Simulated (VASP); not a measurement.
# HPbNO4 (P1) in VASP: settings compared, part 2 of 3

VASP 6.6.1. Earlier steps stand in the parts before.

## Step 3: Single point, PBE

File INCAR:

```
SYSTEM = HPbNO4
PREC = Accurate
ENCUT = 520
EDIFF = 1E-6
ISMEAR = -1
SIGMA = 0.05
LREAL = .FALSE.
LASPH = .TRUE.
NELM = 100
ALGO = Normal
ISIF = 2
LWAVE = .FALSE.
LCHARG = .FALSE.
GGA = PE
NBANDS = 31
```

File KPOINTS:

```
Automatic mesh
0
G
  7 5 5
  0 0 0
```

File POSCAR:

```
HPbNO4
1.0
    3.8540400000      0.1438400000      0.0901200000
   -0.2532000000      5.5269800000      0.1647100000
   -0.4819700000     -1.9272000000      5.7202500000
H Pb N O
1 1 1 4
Direct
    0.1091300000      0.6571800000      0.5446300000
    0.6102900000      0.5212700000      0.1510000000
    0.9158000000      0.9626300000      0.9586700000
    0.0138400000      0.1363900000      0.8808400000
    0.7239800000      0.0105700000      0.1285800000
    0.0038900000      0.7373200000      0.8704300000
    0.1192700000      0.5932400000      0.3765100000
```

Potentials or basis: VASP PAW PBE potentials, release 64 (H, Pb_d, N, O).

Started as:

```bash
> cat potpaw_PBE.64/H/POTCAR potpaw_PBE.64/Pb_d/POTCAR potpaw_PBE.64/N/POTCAR potpaw_PBE.64/O/POTCAR > POTCAR
> mpirun -np 1 vasp_std > vasp.out
```

OUTCAR:

```text
SYSTEM = HPbNO4
   PREC = Accurate
   ENCUT = 520
   EDIFF = 1E-6
   ISMEAR = -1
   LREAL = .FALSE.
   LASPH = .TRUE.
   NELM = 100
   ISIF = 2
   GGA = PE

 ion  position               nearest neighbor table
   1  0.109  0.657  0.545-   7 0.98
   2  0.610  0.521  0.151-   7 2.28   7 2.38   5 2.78   5 2.83   4 2.84   6 2.85
   3  0.916  0.963  0.959-   4 1.25   6 1.27   5 1.28
   4  0.014  0.136  0.881-   3 1.25   2 2.84
   5  0.724  0.011  0.129-   3 1.28   2 2.78   2 2.83
   6  0.004  0.737  0.870-   3 1.27   2 2.85
   7  0.119  0.593  0.377-   1 0.98   2 2.28   2 2.38

  LATTYP: Found a triclinic cell.
 ALAT       =     6.9506566964
 B/A-ratio  =     0.5550232440
 C/A-ratio  =     0.7963604173
 COS(alpha) =     0.0077737674
 COS(beta)  =     0.2535091708
 COS(gamma) =     0.4946358889

  Lattice vectors:

 A1 = (  -3.3720700000,   1.7833600000,  -5.8103700000)
 A2 = (  -3.8540400000,  -0.1438400000,  -0.0901200000)
 A3 = (  -0.2532000000,   5.5269800000,   0.1647100000)

Analysis of symmetry for initial positions (statically):
=====================================================================
 Subroutine PRICEL returns:
 Original cell was already a primitive cell.

 Routine SETGRP: Setting up the symmetry group for a
 triclinic supercell.

 Subroutine GETGRP returns: Found  1 space group operations
 (whereof  1 operations were pure point group operations)
 out of a pool of  2 trial point group operations.

The static configuration has the point symmetry C_1 .

Analysis of symmetry for dynamics (positions and initial velocities):
=====================================================================
 Subroutine PRICEL returns:
 Original cell was already a primitive cell.

 Routine SETGRP: Setting up the symmetry group for a
 triclinic supercell.

[... 122 lines left out ...]
   POTIM  = 0.5000    time-step for ionic-motion
   TEBEG  =    0.0;   TEEND  =   0.0 temperature during run
   PSTRESS=    0.0 pullay stress
   NELECT =      44.0000    total number of electrons
   NUPDOWN=      -1.0000    fix difference up-down
   EMIN   =  10.00;   EMAX   =-10.00  energy-range for DOS
   EFERMI =   0.00;   METHOD = LEGACY
   ISMEAR =    -1;   SIGMA  =   0.05  broadening in eV -4-tet -1-fermi 0-gaus
   EFERMI_NEDOS =   21; number of points for ismear=-14 and -15
   IALGO  =     38    algorithm
   IMIX   =      4    mixing-type and parameters
     AMIX     =   0.40;   BMIX     =  1.00
     AMIX_MAG =   1.60;   BMIX_MAG =  1.00
  volume/ion in A,a.u.               =      17.65       119.11
  Fermi-wavevector in a.u.,A,eV,Ry     =   1.160402  2.192842 18.320693  1.346533
  Thomas-Fermi vector in A             =   2.296985
   LORBIT       =      0    0 simple, 1 ext, 2 COOP (PROOUT), +10 PAW based schemes
   GGA     = PE    functional components
[... 5 lines left out ...]
 non-spin polarized calculation
  energy-cutoff  :      520.00
  volume of cell :      123.55
 maximum number of plane-waves:      3346
 NGX is ok and might be reduce to    30
   NGX = 15   NGY = 21   NGZ = 23

 number of electron      44.0000005 magnetization

 Free energy of the ion-electron system (eV)
  ---------------------------------------------------
  ext. energy  EPLUGINS =         0.00000000
  ---------------------------------------------------
  free energy    TOTEN  =       -40.40205787 eV

  energy without entropy =      -40.40205787  energy(sigma->0) =      -40.40205787

 E-fermi :   0.4225     XC(G=0):  -7.5545

 val. band max:       -0.7140617864   @ k =  -0.4286  -0.4000   0.4000
 cond. band min:       2.4244034711   @ k =   0.4286  -0.0000   0.4000
 fundamental gap:      3.1384652575
 Fermi energy:         0.4224557028

 k-point     1 :       0.0000    0.0000    0.0000
  band No.  band energies     occupation
      1     -26.4498      2.00000
      2     -21.0428      2.00000
      3     -20.8017      2.00000
      4     -18.2161      2.00000
      5     -15.7748      2.00000
      6     -15.7510      2.00000
[... 805 lines left out ...]
     30       9.8868      0.00000
     31      10.4717      0.00000

 [... further k-points ...]
[... 5 lines left out ...]
  --------------------------------------------------------------------------------------
  -------------------------------------------------------------------------------------
  Total        0.1632755      0.6306908      0.3713863      0.0304228      0.0151642     -0.3222363
  in kB        2.1172874      8.1785328      4.8159817      0.3945105      0.1966435     -4.1786246
  external PRESSURE =       5.0372673 kB  Pullay stress =       0.0000000 kB

 VOLUME and BASIS-vectors are now :
 -----------------------------------------------------------------------------
  energy-cutoff  :      520.00
  volume of cell :      123.55
      direct lattice vectors                 reciprocal lattice vectors
     3.854040000  0.143840000  0.090120000     0.258457951  0.011080161  0.025509840
    -0.253200000  5.526980000  0.164710000    -0.008065233  0.178786348  0.059555063
    -0.481970000 -1.927200000  5.720250000    -0.003839658 -0.005322572  0.172700798

 POSITION                                       TOTAL-FORCE (eV/Angst)
 -----------------------------------------------------------------------------------
     -0.00830      2.59831      3.23350        -0.009928     -0.002203      0.099077
      2.14732      2.67783      1.00462        -0.016543     -0.000892     -0.017652
      2.82374      3.60462      5.72492        -0.015252     -0.045726      0.019049
     -0.40573     -0.94174      5.06234         0.126030      0.380738     -0.131728
      2.72560     -0.08524      0.80250        -0.231795     -0.026006      0.262274
     -0.59122      2.39822      5.10087         0.126901     -0.306776     -0.154341
      0.12800      2.57037      2.26219         0.020588      0.000866     -0.076679
 -----------------------------------------------------------------------------------
    total drift:                               -0.000590     -0.000395      0.000875

  FREE ENERGIE OF THE ION-ELECTRON SYSTEM (eV)
  ---------------------------------------------------
  free  energy   TOTEN  =       -40.4020578667 eV

  energy  without entropy=      -40.4020578666  energy(sigma->0) =      -40.40205787
```

stdout:

```text
POSCAR found type information on POSCAR H PbN O
 POSCAR found :  4 types and       7 ions
 scaLAPACK will be used
 LDA part: xc-table for (Slater+PW92), standard interpolation
 POSCAR, INCAR and KPOINTS ok, starting setup
 FFT: planning ... GRIDC
 FFT: planning ... GRID_SOFT
 FFT: planning ... GRID
 WAVECAR not read
 entering main loop
```

Wall time 2.9 min (1 thread of Intel Xeon 6975P-C (Granite Rapids), shared host); peak memory 0.45 GiB.

Results:

```yaml
Free_energy: -40.4021 eV
Pressure: 0.5 GPa
Largest_force: 0.422 eV/Å
Band_gap_on_the_k_mesh: 3.14 eV, indirect (least direct gap 3.22 eV)
```

Forces in eV/Å, atoms in the order of the input:
```
H   -0.010 -0.002  0.099
Pb  -0.017 -0.001 -0.018
N   -0.015 -0.046  0.019
O    0.126  0.381 -0.132
O   -0.232 -0.026  0.262
O    0.127 -0.307 -0.154
O    0.021  0.001 -0.077
```

Stress tensor (GPa, compression positive):
```
 0.21  0.04 -0.42
 0.04  0.82  0.02
-0.42  0.02  0.48
```

Caveat: the standard files for N, O and F lose accuracy on very short bonds; spin-orbit coupling is left out, which moves the levels of the heavy elements. A k mesh can miss the band edges.

## Step 4: Single point, RPBE

File INCAR:

```
SYSTEM = HPbNO4
PREC = Accurate
ENCUT = 520
EDIFF = 1E-7
ISMEAR = -1
SIGMA = 0.05
LREAL = .False.
LASPH = .True.
NELM = 60
ALGO = Normal
ISIF = 2
LWAVE = .False.
LCHARG = .False.
GGA = RP
NBANDS = 31
```

File KPOINTS:

```
regular mesh
0
Gamma
  5 4 4
  0 0 0
```

POSCAR is that of step 3.

Potentials or basis: VASP PAW PBE potentials, release 64 (H, Pb_d, N, O).

Started as:

```bash
> cat potpaw_PBE.64/H/POTCAR potpaw_PBE.64/Pb_d/POTCAR potpaw_PBE.64/N/POTCAR potpaw_PBE.64/O/POTCAR > POTCAR
> mpirun -np 1 vasp_std > vasp.out
```

OUTCAR:

```text
SYSTEM = HPbNO4
   PREC = Accurate
   ENCUT = 520
   EDIFF = 1E-7
   ISMEAR = -1
   LREAL = .False.
   LASPH = .True.
   NELM = 60
   ISIF = 2
   GGA = RP

 ion  position               nearest neighbor table
   1  0.109  0.657  0.545-   7 0.98
   2  0.610  0.521  0.151-   7 2.28   7 2.38   5 2.78   5 2.83   4 2.84   6 2.85
   3  0.916  0.963  0.959-   4 1.25   6 1.27   5 1.28
   4  0.014  0.136  0.881-   3 1.25   2 2.84
   5  0.724  0.011  0.129-   3 1.28   2 2.78   2 2.83
[... 1031 lines left out ...]
  -------------------------------------------------------------------------------------
  Total        1.7628307      2.3681544      1.5875366      0.0512862      0.0402190     -0.6224191
  in kB       22.8596464     30.7092295     20.5865068      0.6650579      0.5215428     -8.0712691
  external PRESSURE =      24.7184609 kB  Pullay stress =       0.0000000 kB

 VOLUME and BASIS-vectors are now :
 -----------------------------------------------------------------------------
  energy-cutoff  :      520.00
  volume of cell :      123.55
      direct lattice vectors                 reciprocal lattice vectors
     3.854040000  0.143840000  0.090120000     0.258457951  0.011080161  0.025509840
    -0.253200000  5.526980000  0.164710000    -0.008065233  0.178786348  0.059555063
    -0.481970000 -1.927200000  5.720250000    -0.003839658 -0.005322572  0.172700798

 POSITION                                       TOTAL-FORCE (eV/Angst)
 -----------------------------------------------------------------------------------
     -0.00830      2.59831      3.23350         0.017135     -0.003980     -0.028642
      2.14732      2.67783      1.00462        -0.061777     -0.003771     -0.051744
      2.82374      3.60462      5.72492        -0.022565     -0.089049      0.003498
     -0.40573     -0.94174      5.06234         0.222046      0.665059     -0.321084
      2.72560     -0.08524      0.80250        -0.395947     -0.034584      0.521560
     -0.59122      2.39822      5.10087         0.211344     -0.526935     -0.280849
      0.12800      2.57037      2.26219         0.029764     -0.006740      0.157260
 -----------------------------------------------------------------------------------
    total drift:                               -0.000376     -0.000504      0.000503

  FREE ENERGIE OF THE ION-ELECTRON SYSTEM (eV)
  ---------------------------------------------------
  free  energy   TOTEN  =       -38.6630703400 eV

  energy  without entropy=      -38.6630703399  energy(sigma->0) =      -38.66307034
```

OSZICAR:

```text
N       E                     dE             d eps       ncg     rms          rms(c)
DAV:   1     0.457278628333E+03    0.45728E+03   -0.21202E+04  2604   0.139E+03
DAV:   2     0.146461718221E+02   -0.44263E+03   -0.41356E+03  2925   0.386E+02
DAV:   3    -0.414379550494E+02   -0.56084E+02   -0.54987E+02  3284   0.150E+02
DAV:   4    -0.435740385169E+02   -0.21361E+01   -0.21292E+01  3260   0.334E+01
DAV:   5    -0.436561848135E+02   -0.82146E-01   -0.82123E-01  3525   0.606E+00    0.149E+01
DAV:   6    -0.386822606603E+02    0.49739E+01   -0.17937E+01  3962   0.306E+01    0.577E+00
DAV:   7    -0.386877096549E+02   -0.54490E-02   -0.20264E+00  2786   0.830E+00    0.364E+00
DAV:   8    -0.386754157070E+02    0.12294E-01   -0.45124E-01  3545   0.473E+00    0.114E+00
DAV:   9    -0.386617185119E+02    0.13697E-01   -0.71333E-02  4112   0.210E+00    0.405E-01
DAV:  10    -0.386632935071E+02   -0.15750E-02   -0.17179E-02  3150   0.800E-01    0.223E-01
DAV:  11    -0.386631633653E+02    0.13014E-03   -0.26990E-03  3459   0.478E-01    0.618E-02
DAV:  12    -0.386631045213E+02    0.58844E-04   -0.43522E-04  3462   0.148E-01    0.228E-02
DAV:  13    -0.386630760512E+02    0.28470E-04   -0.82331E-05  3018   0.569E-02    0.108E-02
DAV:  14    -0.386630709804E+02    0.50708E-05   -0.16702E-05  3555   0.280E-02    0.608E-03
DAV:  15    -0.386630703696E+02    0.61078E-06   -0.20448E-06  3490   0.104E-02    0.200E-03
DAV:  16    -0.386630703400E+02    0.29642E-07   -0.41889E-07  3287   0.432E-03
   1 F= -.38663070E+02 E0= -.38663070E+02  d E =-.617616E-10
```

stdout:

```text
POSCAR found type information on POSCAR H PbN O
 POSCAR found :  4 types and       7 ions
 scaLAPACK will be used
 -----------------------------------------------------------------------------
|                                                                             |
|                                                                             |
|     You enforced a specific xc type in the INCAR file but a different       |
|     I HOPE YOU KNOW WHAT YOU ARE DOING!                                     |
|                                                                             |
 -----------------------------------------------------------------------------

 LDA part: xc-table for (Slater+PW92), standard interpolation
 POSCAR, INCAR and KPOINTS ok, starting setup
 FFT: planning ... GRIDC
 FFT: planning ... GRID_SOFT
 FFT: planning ... GRID
 WAVECAR not read
 entering main loop
```

It took 1.9 min on 1 thread of Intel Xeon Platinum 8488C (Sapphire Rapids), shared host; peak memory 0.32 GiB.

Results:

| Property | Result |
| --- | --- |
| Free energy | -38.6631 eV |
| Pressure | 2.5 GPa |
| Largest force | 0.771 eV/Å |
| Band gap on the k mesh | 3.16 eV, indirect (least direct gap 3.24 eV) |

Forces on the atoms (eV/Å):
```
H    0.017 -0.004 -0.029
Pb  -0.062 -0.004 -0.052
N   -0.023 -0.089  0.003
O    0.222  0.665 -0.321
O   -0.396 -0.035  0.522
O    0.211 -0.527 -0.281
O    0.030 -0.007  0.157
```

Caveat: the standard files for N, O and F lose accuracy on very short bonds; the PAW data sets were made with another functional, which shifts forces and pressure a little; spin-orbit coupling is left out, which moves the levels of the heavy elements. A k mesh can miss the band edges.

## Step 5: Single point, PBE+D3(BJ)

This run uses another cell than the first one, of 16.74 Å³/atom, 0.949 times its volume.

File INCAR:

```
SYSTEM = HPbNO4
PREC = Accurate ; ENCUT = 520
EDIFF = 1E-7 ; ISMEAR = -1
SIGMA = 0.05 ; LREAL = .False.
LASPH = .True. ; NELM = 80
ALGO = Normal ; ISIF = 2
LWAVE = .False. ; LCHARG = .False.
GGA = PE ; IVDW = 12
NBANDS = 31
```

File KPOINTS:

```
Automatic mesh
0
Gamma
  5 4 4
  0 0 0
```

File POSCAR:

```
HPbNO4
1.0
    3.8207763192      0.1562129347     -0.0200847338
   -0.2380828414      5.5066822252      0.2014721283
   -0.6439333226     -1.8841353546      5.4961826812
H Pb N O
1 1 1 4
Direct
    0.1292405884      0.6585743165      0.5583319390
    0.5992507229      0.5198983618      0.1487071962
    0.9096962740      0.9639800984      0.9539593202
   -0.0007957837      0.1344071142      0.8676976019
    0.7279917028      0.0146665567      0.1286040887
   -0.0030631636      0.7376225144      0.8689478113
    0.1338796592      0.5894510379      0.3844120426
```

Started as:

```bash
> cat potpaw_PBE.64/H/POTCAR potpaw_PBE.64/Pb_d/POTCAR potpaw_PBE.64/N/POTCAR potpaw_PBE.64/O/POTCAR > POTCAR
> mpirun -np 1 vasp_std > vasp.out
```

Wall time 98 s (1 thread of AMD EPYC 9R14 (Zen 4), shared host); peak memory 0.29 GiB.

It converged, with:

```yaml
Free_energy: -41.0244 eV
Pressure: 0.5 GPa
Largest_force: 0.432 eV/Å
Band_gap_on_the_k_mesh: 3.11 eV, indirect (least direct gap 3.12 eV)
Dispersion_energy_per_atom: -0.091 eV
```

Forces on the atoms (eV/Å):
```
H   -0.010 -0.001  0.094
Pb  -0.010  0.001 -0.021
N   -0.022 -0.051  0.023
O    0.127  0.386 -0.148
O   -0.229 -0.024  0.269
O    0.132 -0.309 -0.151
O    0.012 -0.002 -0.066
```

Stress tensor (GPa, compression positive):
```
 0.19  0.02 -0.51
 0.02  0.83 -0.03
-0.51 -0.03  0.42
```

Levels at points of the mesh, in eV from the valence-band top:
```
           k point  band 18  band 19  band 20  band 21  band 22  band 23  band 24  band 25  band 26  band 27
(0.00, 0.00, 0.00)    -1.97    -1.78    -1.47    -0.70    -0.48     3.40     4.47     5.83     6.10     7.95
(0.00, 0.50, 0.00)    -1.96    -1.48    -1.19    -0.88    -0.61     3.47     4.33     4.76     7.68     8.00
(0.00, 0.00, 0.50)    -1.80    -1.53    -1.24    -0.76    -0.44     3.23     3.81     5.81     7.23     8.50
(0.00, 0.50, 0.50)    -1.93    -1.53    -1.00    -0.86    -0.60     3.42     4.05     4.70     7.64     8.09
```

Caveat: the standard files for N, O and F lose accuracy on very short bonds; three body term missing; spin-orbit coupling is left out, which moves the levels of the heavy elements.

[end of part 2 of 3]
